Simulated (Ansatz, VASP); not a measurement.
Two plane-wave programs on PbSe

```
CELL_PARAMETERS angstrom
0.00000 3.06709 3.06709
3.06709 0.00000 3.06709
3.06709 3.06709 0.00000
ATOMIC_POSITIONS crystal
Pb 0.00000 0.00000 0.00000
Se 0.50000 0.50000 0.50000
```

Alike in both runs: task single point; functional PBE; dispersion D3(BJ); k mesh 10 × 10 × 10; occupations gaussian, width 0.03 eV; no spin polarisation.

|  | VASP | Ansatz |
| --- | --- | --- |
| version | VASP 6.6.1 | Ansatz 0.2.0 |
| potentials or method | VASP PAW PBE potentials, release 64 (Pb_d, Se), cutoff 520 eV | scalar-relativistic, plane waves, PAW |
| valence electrons in the cell | 20 | 30 |

|  | VASP | Ansatz | Ansatz less VASP |
| --- | --- | --- | --- |
| gap on the k mesh at the Fermi level (eV) | 0.31 | 0.31 | -0.005 |
| least direct gap on the mesh (eV) | 0.31 | 0.31 | -0.005 |
| pressure (GPa) | 0.0 | 0.0 | +0.02 |

VASP's potentials hold 20 valence electrons a cell and Ansatz's 30, so a difference there can come from the potentials and not from the codes.

Spin-orbit coupling is off throughout.
